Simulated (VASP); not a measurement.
# V in VASP: single point with PBE

Aim: the single point of V with PBE.

Everything below comes from runs of VASP 6.6.1. Logs are shortened: lines on timing, memory, paths and dates and some standing lists are left out, and cuts for length are marked.

### Step 1. The cell of the first run

The typed cell holds 2 atoms: a = 2.599 Å, b = 4.233 Å, c = 2.599 Å, α = 90.00°, β = 109.59°, γ = 90.00°.

### Step 2. Single point, PBE

INCAR

```
SYSTEM = V
PREC = Accurate ; ENCUT = 520
EDIFF = 1E-6 ; ISMEAR = 0
SIGMA = 0.1 ; LREAL = .FALSE.
LASPH = .TRUE. ; NELM = 80
ALGO = Fast ; ISIF = 2
LWAVE = .FALSE. ; LCHARG = .FALSE.
GGA = PE ; NBANDS = 20
```

KPOINTS

```
Automatic mesh
0
G
  16 10 16
  0 0 0
```

POSCAR

```
V
1.0
    2.5762985199      0.0000000000     -0.3396028738
    0.0000000000      4.2330931562      0.0000000000
   -0.5439009866      0.0000000000      2.5410147442
V
2
Direct
    1.2500157399      0.7500000000      0.7499850627
   -0.2500157399      0.2500000000      0.2500149373
```

Potentials or basis: VASP PAW PBE potentials, release 64 (V_sv).

Started as:

```bash
$ cat potpaw_PBE.64/V_sv/POTCAR > POTCAR
$ mpirun -np 1 vasp_std > vasp.out
```

OUTCAR:

```text
SYSTEM = V
   PREC = Accurate
   ENCUT = 520
   EDIFF = 1E-6
   ISMEAR = 0
   LREAL = .FALSE.
   LASPH = .TRUE.
   NELM = 80
   ISIF = 2
   GGA = PE

 ion  position               nearest neighbor table
   1  0.250  0.750  0.750-   2 2.59   2 2.59   2 2.59   2 2.59
   2  0.750  0.250  0.250-   1 2.59   1 2.59   1 2.59   1 2.59

  LATTYP: Found a base centered orthorhombic cell.
 ALAT       =     2.9961398426
 B/A-ratio  =     1.4173567304
 C/A-ratio  =     1.4128489919

  Lattice vectors:

 A1 = (  -0.5439009866,   0.0000000000,   2.5410147442)
 A2 = (   2.5762985199,   0.0000000000,  -0.3396028738)
 A3 = (   0.0000000000,   4.2330931562,   0.0000000000)

Analysis of symmetry for initial positions (statically):
=====================================================================
 Subroutine PRICEL returns:
 Original cell was already a primitive cell.

 Routine SETGRP: Setting up the symmetry group for a
 base centered orthorhombic supercell.

 Subroutine GETGRP returns: Found  8 space group operations
 (whereof  4 operations were pure point group operations)
 out of a pool of  8 trial point group operations.

The static configuration has the point symmetry C_2h.
 The point group associated with its full space group is D_2h.

Analysis of symmetry for dynamics (positions and initial velocities):
=====================================================================
 Subroutine PRICEL returns:
 Original cell was already a primitive cell.

 Routine SETGRP: Setting up the symmetry group for a
 base centered orthorhombic supercell.

 Subroutine GETGRP returns: Found  8 space group operations
 (whereof  4 operations were pure point group operations)
 out of a pool of  8 trial point group operations.

The dynamic configuration has the point symmetry C_2h.
 The point group associated with its full space group is D_2h.

 Subroutine INISYM returns: Found  8 space group operations
 (whereof  4 operations are pure point group operations),
 and found     1 'primitive' translations

----------------------------------------------------------------------------------------

                                     Primitive cell

  volume of cell :      26.9297

  direct lattice vectors                    reciprocal lattice vectors
[... 81 lines left out ...]
   ISPIN  =      1    spin polarized calculation?
   LNONCOLLINEAR =      F non collinear calculations
   LSORBIT =      F    spin-orbit coupling
   LASPH  =      T    aspherical Exc in radial PAW
   ENCUT  =  520.0 eV  38.22 Ry    6.18 a.u.   4.83  7.87  4.83*2*pi/ulx,y,z
   NELM   =     80;   NELMIN=  2; NELMDL= -5     # of ELM steps
   EDIFF  = 0.1E-05   stopping-criterion for ELM
   LREAL  =      F    real-space projection
   EDIFFG = 0.1E-04   stopping-criterion for IOM
   NSW    =      0    number of steps for IOM
   IBRION =     -1    ionic relax: 0-MD 1-quasi-New 2-CG
   NFREE  =      0    steps in history (QN), initial steepest desc. (CG)
   ISIF   =      2    stress and relaxation
   ISYM   =      2    0-nonsym 1-usesym 2-fastsym
   POTIM  = 0.5000    time-step for ionic-motion
   TEBEG  =    0.0;   TEEND  =   0.0 temperature during run
   PSTRESS=    0.0 pullay stress
   NELECT =      26.0000    total number of electrons
   NUPDOWN=      -1.0000    fix difference up-down
   EMIN   =  10.00;   EMAX   =-10.00  energy-range for DOS
   EFERMI =   0.00;   METHOD = LEGACY
   ISMEAR =     0;   SIGMA  =   0.10  broadening in eV -4-tet -1-fermi 0-gaus
   EFERMI_NEDOS =   21; number of points for ismear=-14 and -15
   IALGO  =     68    algorithm
   IMIX   =      4    mixing-type and parameters
     AMIX     =   0.40;   BMIX     =  1.00
     AMIX_MAG =   1.60;   BMIX_MAG =  1.00
  volume/ion in A,a.u.               =      13.46        90.87
  Fermi-wavevector in a.u.,A,eV,Ry     =   1.618039  3.057650 35.620720  2.618049
  Thomas-Fermi vector in A             =   2.712366
   LORBIT       =      0    0 simple, 1 ext, 2 COOP (PROOUT), +10 PAW based schemes
   GGA     = PE    functional components
   LHFCALC =     F    Hartree Fock is set to
   AEXX    =    0.0000 exact exchange contribution
   IVDW    =     0    specifies the selected vdW correction
   LEPSILON=     F    determine dielectric tensor
   LRPA    =     F    only Hartree local field effects (RPA)
 non-spin polarized calculation
 RMM-DIIS sequential band-by-band and
 Gauss-broadening in eV      SIGMA  =   0.10
  energy-cutoff  :      520.00
  volume of cell :       26.93
 maximum number of plane-waves:       744
   NGX =  9   NGY = 15   NGZ =  9

 number of electron      26.0000017 magnetization

 Free energy of the ion-electron system (eV)
  ---------------------------------------------------
  ext. energy  EPLUGINS =         0.00000000
  ---------------------------------------------------
  free energy    TOTEN  =       -17.99003675 eV

  energy without entropy =      -17.97048899  energy(sigma->0) =      -17.98026287

 E-fermi :   9.7115     XC(G=0): -12.9071

 val. band max:        9.7107374779   @ k =  -0.1875   0.2000   0.0625
 cond. band min:       9.7116293120   @ k =   0.1875   0.3000   0.0000
 fundamental gap:      0.0008918340
 Fermi energy:         9.7114939964

 k-point     1 :       0.0000    0.0000    0.0000
  band No.  band energies     occupation
      1     -54.0127      2.00000
      2     -53.8129      2.00000
      3     -28.2134      2.00000
      4     -27.5976      2.00000
      5     -27.3225      2.00000
      6     -27.3168      2.00000
[... 541 lines left out ...]
     19      12.6092      0.00000
     20      16.1677      0.00000

 [... further k-points ...]

------------------------ aborting loop because EDIFF is reached ----------------------------------------

  FORCE on cell =-STRESS in cart. coord.  units (eV):
  Direction    XX          YY          ZZ          XY          YZ          ZX
  --------------------------------------------------------------------------------------
  -------------------------------------------------------------------------------------
  Total        0.0573209      0.0613147      0.0580905     -0.0000000      0.0000000      0.0048154
  in kB        3.4102962      3.6479072      3.4560869     -0.0000000      0.0000000      0.2864934
  external PRESSURE =       3.5047634 kB  Pullay stress =       0.0000000 kB

 VOLUME and BASIS-vectors are now :
 -----------------------------------------------------------------------------
  energy-cutoff  :      520.00
  volume of cell :       26.93
      direct lattice vectors                 reciprocal lattice vectors
     2.576298520  0.000000000 -0.339602874     0.399423719  0.000000000  0.085496141
     0.000000000  4.233093156  0.000000000     0.000000000  0.236233875  0.000000000
    -0.543900987  0.000000000  2.541014744     0.053382391  0.000000000  0.404969998

 POSITION                                       TOTAL-FORCE (eV/Angst)
 -----------------------------------------------------------------------------------
      0.23620      3.17482      1.82082        -0.000254      0.000000      0.000234
      1.79620      1.05827      0.38059         0.000254      0.000000     -0.000234
 -----------------------------------------------------------------------------------
    total drift:                               -0.000104     -0.001260     -0.001014

  FREE ENERGIE OF THE ION-ELECTRON SYSTEM (eV)
  ---------------------------------------------------
  free  energy   TOTEN  =       -17.9900367500 eV

  energy  without entropy=      -17.9704889872  energy(sigma->0) =      -17.98026287
```

It took 2.3 min on 1 thread of AMD EPYC 7R13, shared host; peak memory 0.29 GiB.

What came out:

```yaml
Free_energy: -17.9900 eV
Pressure: 0.4 GPa
Band_gap_on_the_k_mesh: zero (bands 13 and 14 overlap by 2.49 eV)
```

Levels at points of the mesh, in eV from the Fermi level:
```tsv
k point	band 11	band 12	band 13	band 14	band 15	band 16
(0.00, 0.00, 0.00)	-1.12	0.39	0.41	0.43	1.67	2.41
(0.50, 0.00, 0.00)	-1.15	-1.15	-0.48	-0.48	2.20	2.20
(0.00, 0.50, 0.00)	-0.40	-0.40	-0.01	-0.01	2.02	2.02
(0.50, 0.50, 0.00)	-1.13	-1.13	1.64	1.64	2.42	2.42
(0.50, 0.00, 0.50)	-2.99	-1.13	1.61	2.43	2.79	3.70
(0.50, 0.50, 0.50)	-1.60	-1.60	0.76	0.76	1.57	1.57
```
